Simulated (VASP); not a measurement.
# Pb (I4/mmm) in VASP: notebook

Pb is run at these levels: PBE; tasks: single point.

All numbers are computed with VASP 6.6.1; they aren't measurements. Logs are shortened: lines on timing, memory, paths and dates and some standing lists are left out, and cuts for length are marked.

## (1) The cell of the first run

Symmetry: I4/mmm, No. 139, tetragonal system. Conventional cell: a = 3.493 Å, b = 3.493 Å, c = 4.791 Å, α = 90.00°, β = 90.00°, γ = 90.00°. Within 4.5 Å of Pb (site symmetry 4/mmm) lie 12 Pb at 3.44 to 3.49 Å.

## (2) Single point, PBE (strain -0.0300 x Voigt [0, 0, 1, 0, 0, 0])

Input file INCAR:

```
SYSTEM = Pb
ALGO = Normal
EDIFF = 1E-6
ENCUT = 520
GGA = PE
ISIF = 2
ISMEAR = 0
LASPH = .True.
LCHARG = .False.
LREAL = .False.
LWAVE = .False.
NBANDS = 13
NELM = 100
PREC = Accurate
SIGMA = 0.15
```

Input file KPOINTS:

```
k-points
0
Gamma
  16 16 16
  0 0 0
```

Input file POSCAR:

```
Pb
1.0
    0.0000000000      2.4698000000      2.3957060000
    2.4698000000      0.0000000000      2.3957060000
    2.4698000000      2.4698000000      0.0000000000
Pb
1
Direct
    0.0000000000      0.0000000000      0.0000000000
```

Potentials or basis: VASP PAW PBE potentials, release 64 (Pb_d).

Command:

```console
$ cat potpaw_PBE.64/Pb_d/POTCAR > POTCAR
$ mpirun -np 1 vasp_std > vasp.out
```

OUTCAR:

```text
SYSTEM = Pb
   EDIFF = 1E-6
   ENCUT = 520
   GGA = PE
   ISIF = 2
   ISMEAR = 0
   LASPH = .True.
   LREAL = .False.
   NELM = 100
   PREC = Accurate

 ion  position               nearest neighbor table
   1  0.000  0.000  0.000-

  LATTYP: Found a body centered tetragonal cell.
 ALAT       =     3.4928246563
 C/A-ratio  =     1.3717871555

  Lattice vectors:

 A1 = (   0.0000000000,  -2.4698000000,  -2.3957060000)
 A2 = (   0.0000000000,   2.4698000000,  -2.3957060000)
 A3 = (   2.4698000000,   0.0000000000,   2.3957060000)

Analysis of symmetry for initial positions (statically):
=====================================================================
 Subroutine PRICEL returns:
 Original cell was already a primitive cell.

 Routine SETGRP: Setting up the symmetry group for a
 body centered tetragonal supercell.

 Subroutine GETGRP returns: Found 16 space group operations
 (whereof 16 operations were pure point group operations)
 out of a pool of 16 trial point group operations.

The static configuration has the point symmetry D_4h.

Analysis of symmetry for dynamics (positions and initial velocities):
=====================================================================
 Subroutine PRICEL returns:
 Original cell was already a primitive cell.

 Routine SETGRP: Setting up the symmetry group for a
 body centered tetragonal supercell.

 Subroutine GETGRP returns: Found 16 space group operations
 (whereof 16 operations were pure point group operations)
 out of a pool of 16 trial point group operations.

The dynamic configuration has the point symmetry D_4h.

 Subroutine INISYM returns: Found 16 space group operations
 (whereof 16 operations are pure point group operations),
 and found     1 'primitive' translations

----------------------------------------------------------------------------------------

                                     Primitive cell

  volume of cell :      29.2272

  direct lattice vectors                    reciprocal lattice vectors
     0.000000000  2.469800000  2.395706000    -0.202445542  0.202445542  0.208706744
     2.469800000  0.000000000  2.395706000     0.202445542 -0.202445542  0.208706744
     2.469800000  2.469800000  0.000000000     0.202445542  0.202445542 -0.208706744

  length of vectors
     3.440831190  3.440831190  3.492824656     0.354297757  0.354297757  0.354297757

  position of ions in fractional coordinates (direct lattice)
     0.000000000  0.000000000  0.000000000

  ion indices of the primitive-cell ions
   primitive index   ion index
                 1           1

----------------------------------------------------------------------------------------

 KPOINTS: k-points

Automatic generation of k-mesh.
 Grid dimensions read from file:
 generate k-points for:   16   16   16

 Generating k-lattice:

  Cartesian coordinates                     Fractional coordinates (reciprocal lattice)
    -0.012652846  0.012652846  0.013044172     0.062500000  0.000000000  0.000000000
     0.012652846 -0.012652846  0.013044172     0.000000000  0.062500000  0.000000000
     0.012652846  0.012652846 -0.013044172    -0.000000000 -0.000000000  0.062500000

  Length of vectors
     0.022143610  0.022143610  0.022143610

  Shift w.r.t. Gamma in fractional coordinates (k-lattice)
     0.000000000  0.000000000  0.000000000

 Subroutine IBZKPT returns following result:
 ===========================================

 Found    349 irreducible k-points:

 Following reciprocal coordinates:
            Coordinates               Weight
  0.000000  0.000000  0.000000      1.000000
  0.062500  0.000000  0.000000      8.000000
  0.125000  0.000000  0.000000      8.000000
  0.187500 -0.000000  0.000000      8.000000
  0.250000  0.000000  0.000000      8.000000
  0.312500 -0.000000  0.000000      8.000000
[... 16 lines left out ...]
 -0.125000  0.062500  0.000000      8.000000
 -0.062500  0.062500  0.000000      4.000000
 [... further k-points ...]
   k-points           NKPTS =    349   k-points in BZ     NKDIM =    349   number of bands    NBANDS=     13
   number of dos      NEDOS =    301   number of ions     NIONS =      1
   total plane-waves  NPLWV =  21952
   dimension x,y,z NGX =    28 NGY =   28 NGZ =   28
   dimension x,y,z NGXF=    56 NGYF=   56 NGZF=   56
   ions per type =               1
   NGX,Y,Z   is equivalent  to a cutoff of  13.53, 13.53, 13.33 a.u.
   NGXF,Y,Z  is equivalent  to a cutoff of  27.06, 27.06, 26.65 a.u.
 SYSTEM =  Pb
   PREC   = accura    normal or accurate (medium, high low for compatibility)
   ISTART =      0    job   : 0-new  1-cont  2-samecut
   ICHARG =      2    charge: 1-file 2-atom 10-const
   ISPIN  =      1    spin polarized calculation?
   LNONCOLLINEAR =      F non collinear calculations
   LSORBIT =      F    spin-orbit coupling
   LASPH  =      T    aspherical Exc in radial PAW
   ENCUT  =  520.0 eV  38.22 Ry    6.18 a.u.   6.40  6.40  6.49*2*pi/ulx,y,z
   NELM   =    100;   NELMIN=  2; NELMDL= -5     # of ELM steps
   EDIFF  = 0.1E-05   stopping-criterion for ELM
   LREAL  =      F    real-space projection
   EDIFFG = 0.1E-04   stopping-criterion for IOM
   NSW    =      0    number of steps for IOM
   IBRION =     -1    ionic relax: 0-MD 1-quasi-New 2-CG
   NFREE  =      0    steps in history (QN), initial steepest desc. (CG)
   ISIF   =      2    stress and relaxation
   ISYM   =      2    0-nonsym 1-usesym 2-fastsym
   POTIM  = 0.5000    time-step for ionic-motion
   TEBEG  =    0.0;   TEEND  =   0.0 temperature during run
   PSTRESS=    0.0 pullay stress
   NELECT =      14.0000    total number of electrons
   NUPDOWN=      -1.0000    fix difference up-down
   EMIN   =  10.00;   EMAX   =-10.00  energy-range for DOS
   EFERMI =   0.00;   METHOD = LEGACY
   ISMEAR =     0;   SIGMA  =   0.15  broadening in eV -4-tet -1-fermi 0-gaus
   EFERMI_NEDOS =   21; number of points for ismear=-14 and -15
   IALGO  =     38    algorithm
   IMIX   =      4    mixing-type and parameters
     AMIX     =   0.40;   BMIX     =  1.00
     AMIX_MAG =   1.60;   BMIX_MAG =  1.00
  volume/ion in A,a.u.               =      29.23       197.23
  Fermi-wavevector in a.u.,A,eV,Ry     =   1.280919  2.420587 22.323821  1.640755
  Thomas-Fermi vector in A             =   2.413319
   LORBIT       =      0    0 simple, 1 ext, 2 COOP (PROOUT), +10 PAW based schemes
   GGA     = PE    functional components
   LHFCALC =     F    Hartree Fock is set to
   AEXX    =    0.0000 exact exchange contribution
   IVDW    =     0    specifies the selected vdW correction
   LEPSILON=     F    determine dielectric tensor
   LRPA    =     F    only Hartree local field effects (RPA)
 non-spin polarized calculation
 Gauss-broadening in eV      SIGMA  =   0.15
  energy-cutoff  :      520.00
  volume of cell :       29.23
 maximum number of plane-waves:       813
 NGX is ok and might be reduce to    28
   NGX = 13   NGY = 13   NGZ = 13

 number of electron      13.9999999 magnetization

 Free energy of the ion-electron system (eV)
  ---------------------------------------------------
  ext. energy  EPLUGINS =         0.00000000
  ---------------------------------------------------
  free energy    TOTEN  =        -3.53228397 eV

  energy without entropy =       -3.52759142  energy(sigma->0) =       -3.52993770

 E-fermi :   7.7460     XC(G=0): -10.3629

 val. band max:        7.7260957055   @ k =  -0.3750   0.3125   0.1875
 cond. band min:       7.7527506968   @ k =  -0.3125   0.1250   0.3125
 fundamental gap:      0.0266549913
 Fermi energy:         7.7459536970

 k-point     1 :       0.0000    0.0000    0.0000
  band No.  band energies     occupation
      1      -9.4141      2.00000
      2      -9.4141      2.00000
      3      -9.3739      2.00000
      4      -9.2630      2.00000
      5      -9.2264      2.00000
      6      -4.3084      2.00000
      7      15.3718      0.00000
      8      15.4395      0.00000
      9      15.4395      0.00000
     10      17.4955      0.00000
     11      19.5199      0.00000
     12      20.4586      0.00000
     13      20.4743      0.00000

 k-point     2 :       0.0625    0.0000    0.0000
  band No.  band energies     occupation
      1      -9.4118      2.00000
      2      -9.4075      2.00000
      3      -9.3703      2.00000
      4      -9.2629      2.00000
      5      -9.2276      2.00000
      6      -4.2303      2.00000
      7      14.4260      0.00000
      8      15.3109      0.00000
      9      15.3233      0.00000
     10      17.3284      0.00000
     11      19.9268      0.00000
     12      20.6437      0.00000
     13      20.6508      0.00000

 k-point     3 :       0.1250    0.0000    0.0000
  band No.  band energies     occupation
      1      -9.4083      2.00000
      2      -9.3918      2.00000
      3      -9.3597      2.00000
      4      -9.2594      2.00000
      5      -9.2288      2.00000
      6      -3.9953      2.00000
      7      12.5155      0.00000
      8      15.0194      0.00000
      9      15.0843      0.00000
     10      17.1202      0.00000
     11      20.5104      0.00000
     12      21.0240      0.00000
     13      21.0762      0.00000
[... 305 lines left out ...]
 k-point    23 :      -0.1250    0.0625    0.0000
  band No.  band energies     occupation
      1      -9.4148      2.00000
      2      -9.3818      2.00000
      3      -9.3426      2.00000
      4      -9.2711      2.00000
      5      -9.2155      2.00000
      6      -3.8211      2.00000
      7      11.8764      0.00000
      8      13.7728      0.00000
      9      15.3935      0.00000
     10      17.3966      0.00000
     11      19.7811      0.00000
     12      20.4443      0.00000
     13      20.5471      0.00000

 k-point    24 :      -0.0625    0.0625    0.0000
  band No.  band energies     occupation
      1      -9.4155      2.00000
      2      -9.3995      2.00000
      3      -9.3556      2.00000
      4      -9.2690      2.00000
      5      -9.2228      2.00000
      6      -4.1041      2.00000
      7      13.6389      0.00000
      8      14.3803      0.00000
      9      15.5049      0.00000
     10      17.3397      0.00000
     11      20.0276      0.00000
     12      20.5357      0.00000
     13      20.8744      0.00000

 [... further k-points ...]
[... 5 lines left out ...]
  --------------------------------------------------------------------------------------
  -------------------------------------------------------------------------------------
  Total        0.7506143      0.7506143      0.8759192      0.0000000     -0.0000000      0.0000000
  in kB       41.1472061     41.1472061     48.0161726      0.0000000     -0.0000000      0.0000000
  external PRESSURE =      43.4368616 kB  Pullay stress =       0.0000000 kB

 VOLUME and BASIS-vectors are now :
 -----------------------------------------------------------------------------
  energy-cutoff  :      520.00
  volume of cell :       29.23
      direct lattice vectors                 reciprocal lattice vectors
     0.000000000  2.469800000  2.395706000    -0.202445542  0.202445542  0.208706744
     2.469800000  0.000000000  2.395706000     0.202445542 -0.202445542  0.208706744
     2.469800000  2.469800000  0.000000000     0.202445542  0.202445542 -0.208706744

 POSITION                                       TOTAL-FORCE (eV/Angst)
 -----------------------------------------------------------------------------------
      0.00000      0.00000      0.00000         0.000000      0.000000      0.000000
 -----------------------------------------------------------------------------------
    total drift:                               -0.000000     -0.000000     -0.000000

  FREE ENERGIE OF THE ION-ELECTRON SYSTEM (eV)
  ---------------------------------------------------
  free  energy   TOTEN  =        -3.5322839732 eV

  energy  without entropy=       -3.5275914180  energy(sigma->0) =       -3.52993770
```

Run time: 44 s. Hardware: 1 thread of Intel Xeon 6975P-C (Granite Rapids), shared host; peak memory 0.25 GiB.

What came out:

- Free energy: -3.5323 eV
- Pressure: 4.3 GPa
- Band gap on the k mesh: zero (band 7 reaches 15.37 eV, above the bottom of band 8 at 5.88 eV)

Caveat: the cell differs from its parent crystal (strain -0.0300 x Voigt [0, 0, 1, 0, 0, 0]); spin-orbit coupling is left out, which moves the levels of the heavy elements.

## (3) Single point, PBE (strain -0.0150 x Voigt [0, 0, 1, 0, 0, 0])

Input file INCAR:

```
ALGO = Normal
EDIFF = 1E-6
ENCUT = 520
GGA = PE
ISIF = 2
ISMEAR = 0
LASPH = True
LCHARG = False
LREAL = False
LWAVE = False
NBANDS = 13
NELM = 100
PREC = Accurate
SIGMA = 0.15
```

Input file KPOINTS:

```
k-points
0
Gamma
  16 16 16
```

Input file POSCAR:

```
Pb
1.0
    0.0000000000      2.4698000000      2.4327530000
    2.4698000000      0.0000000000      2.4327530000
    2.4698000000      2.4698000000      0.0000000000
Pb
1
Direct
    0.0000000000      0.0000000000      0.0000000000
```

Potentials or basis: VASP PAW PBE potentials, release 64 (Pb_d).

Command:

```console
$ cat potpaw_PBE.64/Pb_d/POTCAR > POTCAR
$ mpirun -np 1 vasp_std > vasp.out
```

Run time: 44 s. Hardware: 1 thread of Intel Xeon 6975P-C (Granite Rapids), shared host; peak memory 0.25 GiB.

Results (log left out):

```yaml
Free_energy: -3.5444 eV
Pressure: 3.4 GPa
Band_gap_on_the_k_mesh: zero (band 7 reaches 15.09 eV, above the bottom of band 8 at 5.76 eV)
```

Stress tensor (GPa, compression positive):
```
3.34 0.00 0.00
0.00 3.34 0.00
0.00 0.00 3.64
```

Levels at points of the mesh, in eV from the Fermi level:
```
           k point  band 3  band 4  band 5  band 6  band 7  band 8  band 9  band 10  band 11  band 12
(0.00, 0.00, 0.00)  -17.13  -17.00  -16.99  -11.96    7.51    7.55    7.55     9.72    11.56    12.59
(0.50, 0.00, 0.00)  -17.12  -16.86  -16.85   -8.20   -4.37    5.52    5.77     9.21     9.59    11.16
(0.50, 0.50, 0.00)  -16.86  -16.81  -16.81   -6.62   -3.32    1.90    1.90     5.28     6.55    18.17
(0.50, 0.00, 0.50)  -16.86  -16.82  -16.81   -6.80   -3.45    2.04    2.13     5.45     6.72    18.36
```

Caveat: the cell differs from its parent crystal (strain -0.0150 x Voigt [0, 0, 1, 0, 0, 0]); spin-orbit coupling is left out, which moves the levels of the heavy elements.
